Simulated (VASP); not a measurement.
# Hg (P-1) in VASP: further runs

Hg is run at these levels: PBE; tasks: single point.

Program: VASP 6.6.1. These are calculated values, not measurements. Logs are shortened: lines on timing, memory, paths and dates and some standing lists are left out, and cuts for length are marked.

## Step 1: The cell of the first run

The typed cell holds 3 atoms: a = 3.321 Å, b = 3.410 Å, c = 8.295 Å, α = 95.86°, β = 96.63°, γ = 115.57°.

## Step 2: Single point, PBE

INCAR

```
  ALGO = Normal
  EDIFF = 1E-7
  ENCUT = 520
  GGA = PE
  ISIF = 2
  ISMEAR = 1
  LASPH = T
  LCHARG = T
  LELF = T
  LREAL = F
  LVHAR = T
  LWAVE = F
  NBANDS = 25
  NELM = 80
  PREC = Accurate
  SIGMA = 0.0054
```

KPOINTS

```
Automatic mesh
0
Gamma
  2 2 1
  0 0 0.5
```

POSCAR

```
Hg
1.0
    3.3205578694      0.0000000000      0.0000000000
   -1.4721436807      3.0761348998      0.0000000000
   -0.9583293978     -1.3972993748      8.1206091033
Hg
3
Direct
    0.5860701200      0.7414222900      0.3352578100
    0.4139298800      0.2585777100      0.6647421900
    0.0000000000      0.0000000000      0.0000000000
```

Potentials or basis: VASP PAW PBE potentials, release 64 (Hg).

Started as:

```sh
$ cat potpaw_PBE.64/Hg/POTCAR > POTCAR
$ mpirun -np 1 vasp_std > vasp.out
```

OUTCAR:

```text
EDIFF = 1E-7
   ENCUT = 520
   GGA = PE
   ISIF = 2
   ISMEAR = 1
   LASPH = T
   LREAL = F
   NELM = 80
   PREC = Accurate

 ion  position               nearest neighbor table
   1  0.586  0.741  0.335-   3 3.28   2 3.31   3 3.31   2 3.34   2 3.35   3 3.61
   2  0.414  0.259  0.665-   3 3.28   1 3.31   3 3.31   1 3.34   1 3.35   3 3.61
   3  0.000  0.000  0.000-   1 3.28   2 3.28   1 3.31   2 3.31   2 3.61   1 3.61

  LATTYP: Found a triclinic cell.
 ALAT       =     3.3205578694
 B/A-ratio  =     1.0807719895
 C/A-ratio  =     2.5814531301
 COS(alpha) =     0.0022135860
 COS(beta)  =     0.2755793060
 COS(gamma) =     0.5150556549

  Lattice vectors:

 A1 = (   3.3205578694,   0.0000000000,   0.0000000000)
 A2 = (   1.8484141887,   3.0761348998,   0.0000000000)
 A3 = (   2.3622284716,  -1.3972993748,   8.1206091033)

Analysis of symmetry for initial positions (statically):
=====================================================================
 Subroutine PRICEL returns:
 Original cell was already a primitive cell.

 Routine SETGRP: Setting up the symmetry group for a
 triclinic supercell.

 Subroutine GETGRP returns: Found  2 space group operations
 (whereof  2 operations were pure point group operations)
 out of a pool of  2 trial point group operations.

The static configuration has the point symmetry S_2 .

Analysis of symmetry for dynamics (positions and initial velocities):
=====================================================================
 Subroutine PRICEL returns:
 Original cell was already a primitive cell.

 Routine SETGRP: Setting up the symmetry group for a
 triclinic supercell.

 Subroutine GETGRP returns: Found  2 space group operations
 (whereof  2 operations were pure point group operations)
 out of a pool of  2 trial point group operations.

The dynamic configuration has the point symmetry S_2 .

 Subroutine INISYM returns: Found  2 space group operations
 (whereof  2 operations are pure point group operations),
 and found     1 'primitive' translations

----------------------------------------------------------------------------------------

                                     Primitive cell

  volume of cell :      82.9478

  direct lattice vectors                    reciprocal lattice vectors
     3.320557869  0.000000000  0.000000000     0.301154215  0.144123158  0.060338840
    -1.472143681  3.076134900  0.000000000     0.000000000  0.325083273  0.055936525
    -0.958329398 -1.397299375  8.120609103     0.000000000  0.000000000  0.123143472

  length of vectors
     3.320557869  3.410251155  8.295488713     0.339272931  0.329860620  0.123143472

  position of ions in fractional coordinates (direct lattice)
     0.586070120  0.741422290  0.335257810
     0.413929880  0.258577710  0.664742190
     0.000000000  0.000000000  0.000000000

  ion indices of the primitive-cell ions
   primitive index   ion index
                 1           1
                 2           2
                 3           3

----------------------------------------------------------------------------------------

 KPOINTS: Automatic mesh

Automatic generation of k-mesh.
 Grid dimensions read from file:
 generate k-points for:    2    2    1

 Generating k-lattice:

  Cartesian coordinates                     Fractional coordinates (reciprocal lattice)
     0.150577108  0.072061579  0.030169420     0.500000000 -0.000000000 -0.000000000
     0.000000000  0.162541636  0.027968262     0.000000000  0.500000000 -0.000000000
     0.000000000  0.000000000  0.123143472     0.000000000  0.000000000  1.000000000

  Length of vectors
     0.169636466  0.164930310  0.123143472

  Shift w.r.t. Gamma in fractional coordinates (k-lattice)
     0.000000000  0.000000000  0.500000000

 Subroutine IBZKPT returns following result:
 ===========================================

 Found      4 irreducible k-points:

 Following reciprocal coordinates:
            Coordinates               Weight
  0.000000  0.000000  0.500000      1.000000
  0.500000  0.000000  0.500000      1.000000
  0.000000  0.500000  0.500000      1.000000
  0.500000  0.500000  0.500000      1.000000
   k-points           NKPTS =      4   k-points in BZ     NKDIM =      4   number of bands    NBANDS=     25
   number of dos      NEDOS =    301   number of ions     NIONS =      3
   total plane-waves  NPLWV =  50176
   dimension x,y,z NGX =    28 NGY =   28 NGZ =   64
   dimension x,y,z NGXF=    56 NGYF=   56 NGZF=  128
   ions per type =               3
   NGX,Y,Z   is equivalent  to a cutoff of  14.02, 13.65, 12.83 a.u.
   NGXF,Y,Z  is equivalent  to a cutoff of  28.04, 27.30, 25.65 a.u.
 SYSTEM =  unknown system
   PREC   = accura    normal or accurate (medium, high low for compatibility)
   ISTART =      0    job   : 0-new  1-cont  2-samecut
   ICHARG =      2    charge: 1-file 2-atom 10-const
   ISPIN  =      1    spin polarized calculation?
   LNONCOLLINEAR =      F non collinear calculations
   LSORBIT =      F    spin-orbit coupling
   LASPH  =      T    aspherical Exc in radial PAW
   ENCUT  =  520.0 eV  38.22 Ry    6.18 a.u.   6.17  6.34 15.42*2*pi/ulx,y,z
   NELM   =     80;   NELMIN=  2; NELMDL= -5     # of ELM steps
   EDIFF  = 0.1E-06   stopping-criterion for ELM
   LREAL  =      F    real-space projection
   EDIFFG = 0.1E-05   stopping-criterion for IOM
   NSW    =      0    number of steps for IOM
   IBRION =     -1    ionic relax: 0-MD 1-quasi-New 2-CG
   NFREE  =      0    steps in history (QN), initial steepest desc. (CG)
   ISIF   =      2    stress and relaxation
   ISYM   =      2    0-nonsym 1-usesym 2-fastsym
   POTIM  = 0.5000    time-step for ionic-motion
   TEBEG  =    0.0;   TEEND  =   0.0 temperature during run
   PSTRESS=    0.0 pullay stress
   NELECT =      36.0000    total number of electrons
   NUPDOWN=      -1.0000    fix difference up-down
   EMIN   =  10.00;   EMAX   =-10.00  energy-range for DOS
   EFERMI =   0.00;   METHOD = LEGACY
   ISMEAR =     1;   SIGMA  =   0.01  broadening in eV -4-tet -1-fermi 0-gaus
   EFERMI_NEDOS =   21; number of points for ismear=-14 and -15
   IALGO  =     38    algorithm
   IMIX   =      4    mixing-type and parameters
     AMIX     =   0.40;   BMIX     =  1.00
     AMIX_MAG =   1.60;   BMIX_MAG =  1.00
  volume/ion in A,a.u.               =      27.65       186.59
  Fermi-wavevector in a.u.,A,eV,Ry     =   1.239483  2.342284 20.902884  1.536319
  Thomas-Fermi vector in A             =   2.373965
   LORBIT       =      0    0 simple, 1 ext, 2 COOP (PROOUT), +10 PAW based schemes
   GGA     = PE    functional components
   LHFCALC =     F    Hartree Fock is set to
   AEXX    =    0.0000 exact exchange contribution
   IVDW    =     0    specifies the selected vdW correction
   LEPSILON=     F    determine dielectric tensor
   LRPA    =     F    only Hartree local field effects (RPA)
 non-spin polarized calculation
 Methfessel and Paxton  Order N= 1 SIGMA  =   0.01
  energy-cutoff  :      520.00
  volume of cell :       82.95
 maximum number of plane-waves:      2244
 NGX is ok and might be reduce to    28
   NGX = 13   NGY = 13   NGZ = 31

 number of electron      36.0000006 magnetization

 Free energy of the ion-electron system (eV)
  ---------------------------------------------------
  ext. energy  EPLUGINS =         0.00000000
  ---------------------------------------------------
  free energy    TOTEN  =         2.11935121 eV

  energy without entropy =        2.11936449  energy(sigma->0) =        2.11935564

 E-fermi :   0.8273     XC(G=0):  -9.9554

 val. band max:        0.8235570706   @ k =   0.0000   0.0000   0.5000
 cond. band min:       0.8310848633   @ k =   0.5000   0.5000   0.5000
 fundamental gap:      0.0075277927
 Fermi energy:         0.8273209670

 k-point     1 :       0.0000    0.0000    0.5000
  band No.  band energies     occupation
      1      -5.6749      2.00000
      2      -5.5819      2.00000
      3      -5.4530      2.00000
      4      -5.0062      2.00000
      5      -4.9043      2.00000
      6      -4.8428      2.00000
      7      -4.8031      2.00000
      8      -4.7403      2.00000
      9      -4.5935      2.00000
     10      -4.5488      2.00000
     11      -4.4516      2.00000
     12      -4.4506      2.00000
     13      -4.4349      2.00000
     14      -4.3065      2.00000
     15      -4.1342      2.00000
     16      -4.0585      2.00000
     17      -3.8020      2.00000
     18       0.1482      2.00000
     19       0.8236      1.91766
     20      10.9860      0.00000
     21      11.1282      0.00000
     22      11.1574      0.00000
     23      12.4729      0.00000
     24      13.4740      0.00000
     25      13.7285      0.00000

 k-point     2 :       0.5000    0.0000    0.5000
  band No.  band energies     occupation
      1      -5.4680      2.00000
      2      -5.3387      2.00000
      3      -5.2493      2.00000
      4      -5.1810      2.00000
      5      -5.1298      2.00000
      6      -4.8349      2.00000
      7      -4.6981      2.00000
      8      -4.2788      2.00000
      9      -4.2111      2.00000
     10      -4.1715      2.00000
     11      -4.1590      2.00000
     12      -4.0267      2.00000
     13      -3.9737      2.00000
     14      -3.9686      2.00000
     15      -3.7399      2.00000
     16      -0.8127      2.00000
     17      -0.4897      2.00000
     18       0.4048      2.00000
     19       1.0444      0.00000
     20       3.4405      0.00000
     21       3.5195      0.00000
     22       7.3211      0.00000
     23       8.2576      0.00000
     24       9.0413      0.00000
     25       9.2697      0.00000

 k-point     3 :       0.0000    0.5000    0.5000
  band No.  band energies     occupation
      1      -5.4847      2.00000
      2      -5.4424      2.00000
      3      -5.3239      2.00000
      4      -5.1361      2.00000
      5      -5.0612      2.00000
      6      -4.9224      2.00000
      7      -4.5777      2.00000
      8      -4.3906      2.00000
      9      -4.3055      2.00000
     10      -4.1759      2.00000
     11      -4.0512      2.00000
     12      -4.0317      2.00000
     13      -3.9610      2.00000
     14      -3.8798      2.00000
     15      -3.8335      2.00000
     16      -1.0742      2.00000
     17      -0.7865      2.00000
     18       0.1285      2.00000
     19       0.9137     -0.00000
     20       3.2533      0.00000
     21       3.4351      0.00000
     22       6.8984      0.00000
     23       8.2162      0.00000
     24       9.1007      0.00000
     25      10.7076      0.00000

 k-point     4 :       0.5000    0.5000    0.5000
  band No.  band energies     occupation
      1      -5.4516      2.00000
      2      -5.3833      2.00000
      3      -5.2404      2.00000
      4      -5.1599      2.00000
      5      -4.7893      2.00000
      6      -4.7651      2.00000
      7      -4.7533      2.00000
      8      -4.7166      2.00000
      9      -4.2754      2.00000
     10      -4.2134      2.00000
     11      -3.9444      2.00000
     12      -3.9399      2.00000
     13      -3.8633      2.00000
     14      -3.8301      2.00000
     15      -3.7895      2.00000
     16      -0.1495      2.00000
     17      -0.1273      2.00000
     18       0.8311      0.08234
     19       1.2252      0.00000
     20       4.0141      0.00000
     21       4.8941      0.00000
     22       5.5024      0.00000
     23       6.7675      0.00000
     24       9.1105      0.00000
     25       9.9382      0.00000

------------------------ aborting loop because EDIFF is reached ----------------------------------------

  FORCE on cell =-STRESS in cart. coord.  units (eV):
  Direction    XX          YY          ZZ          XY          YZ          ZX
  --------------------------------------------------------------------------------------
  -------------------------------------------------------------------------------------
  Total        9.0032681      6.9672249     -0.8487533     -0.1200258      2.0881457      1.1127054
  in kB      173.9024610    134.5753062    -16.3940795     -2.3183560     40.3335410     21.4924411
  external PRESSURE =      97.3612292 kB  Pullay stress =       0.0000000 kB

 VOLUME and BASIS-vectors are now :
 -----------------------------------------------------------------------------
  energy-cutoff  :      520.00
  volume of cell :       82.95
      direct lattice vectors                 reciprocal lattice vectors
     3.320557869  0.000000000  0.000000000     0.301154215  0.144123158  0.060338840
    -1.472143681  3.076134900  0.000000000     0.000000000  0.325083273  0.055936525
    -0.958329398 -1.397299375  8.120609103     0.000000000  0.000000000  0.123143472

 POSITION                                       TOTAL-FORCE (eV/Angst)
 -----------------------------------------------------------------------------------
      0.53331      1.81226      2.72250         0.333435     -0.217738     -0.026529
      0.35677     -0.13342      5.39811        -0.333435      0.217738      0.026529
      0.00000      0.00000      0.00000         0.000000      0.000000      0.000000
 -----------------------------------------------------------------------------------
    total drift:                               -0.000000      0.000000      0.000000

  FREE ENERGIE OF THE ION-ELECTRON SYSTEM (eV)
  ---------------------------------------------------
  free  energy   TOTEN  =         2.1193512142 eV

  energy  without entropy=        2.1193644895  energy(sigma->0) =        2.11935564
```

It took 27 s on 1 thread of Intel Xeon Platinum 8259CL at 2.50GHz (Skylake/Cascade Lake), shared host; peak memory 0.21 GiB.

Results:

| Item | Value |
| --- | --- |
| Free energy | 2.1194 eV |
| Pressure | 9.7 GPa |
| Largest force | 0.399 eV/Å |
| Band gap on the k mesh | zero (band 18 reaches 0.83 eV, above the bottom of band 19 at 0.82 eV) |

Forces in eV/Å, atoms in the order of the input:
```
Hg   0.333 -0.218 -0.027
Hg  -0.333  0.218  0.027
Hg   0.000  0.000  0.000
```

Caveat: the k points lie up to 1.07 Å⁻¹ apart; spin-orbit coupling is left out, which moves the levels of the heavy elements.

## Step 3: Single point, PBE

INCAR

```
PREC = Accurate
ENCUT = 520
EDIFF = 1E-6
ISMEAR = 0
SIGMA = 0.1
LREAL = False
LASPH = True
NELM = 100
ALGO = Normal
ISIF = 2
LWAVE = False
LCHARG = False
GGA = PE
NBANDS = 25
```

KPOINTS

```
Automatic mesh
0
Gamma
  3 4 1
```

POSCAR is that of step 2.

Potentials or basis: VASP PAW PBE potentials, release 64 (Hg).

Started as:

```sh
$ cat potpaw_PBE.64/Hg/POTCAR > POTCAR
$ mpirun -np 1 vasp_std > vasp.out
```

Run time: 13 s. Hardware: 1 thread of Intel Xeon Platinum 8259CL at 2.50GHz (Skylake/Cascade Lake), shared host; peak memory 0.21 GiB.

The run converged, but its numbers aren't listed here, since they failed a check.

Caveat: the k points lie up to 0.77 Å⁻¹ apart; the mesh shows a gap though the element is a metal; spin-orbit coupling is left out, which moves the levels of the heavy elements.

## Step 4: Single point, PBE

INCAR

```
ALGO = Fast ; EDIFF = 1E-7
ENCUT = 520 ; GGA = PE
ISIF = 2 ; ISMEAR = 0
LASPH = True ; LCHARG = True
LELF = True ; LREAL = False
LVHAR = True ; LWAVE = False
NBANDS = 25 ; NELM = 80
PREC = Accurate ; SIGMA = 0.1
```

KPOINTS

```
k-points
0
Gamma
  5 5 2
```

POSCAR is that of step 3.

Started as:

```sh
$ cat potpaw_PBE.64/Hg/POTCAR > POTCAR
$ mpirun -np 1 vasp_std > vasp.out
```

Run time: 43 s. Hardware: 1 thread of Intel Xeon Platinum 8259CL at 2.50GHz (Skylake/Cascade Lake), shared host; peak memory 0.23 GiB.

It converged, with:

- Free energy: -0.4523 eV
- Pressure: 1.6 GPa
- Largest force: 0.023 eV/Å
- Band gap on the k mesh: zero (band 18 reaches 1.95 eV, above the bottom of band 19 at 0.81 eV)

Forces in eV/Å, atoms in the order of the input:
```
Hg  -0.001 -0.016  0.016
Hg   0.001  0.016 -0.016
Hg   0.000  0.000  0.000
```

Stress tensor (GPa, compression positive):
```
 1.21  0.33 -0.65
 0.33  1.31 -0.55
-0.65 -0.55  2.33
```

Levels at points of the mesh, in eV from the Fermi level:
```
           k point  band 14  band 15  band 16  band 17  band 18  band 19  band 20  band 21  band 22  band 23
(0.00, 0.00, 0.00)    -6.11    -6.06    -5.97    -4.99    -4.94     3.38     3.45     9.94    10.16    11.07
(0.00, 0.00, 0.50)    -6.26    -6.15    -6.03    -5.82    -1.79    -1.02     9.11     9.26     9.29    10.65
```

Caveat: the k points lie up to 0.43 Å⁻¹ apart; spin-orbit coupling is left out, which moves the levels of the heavy elements.
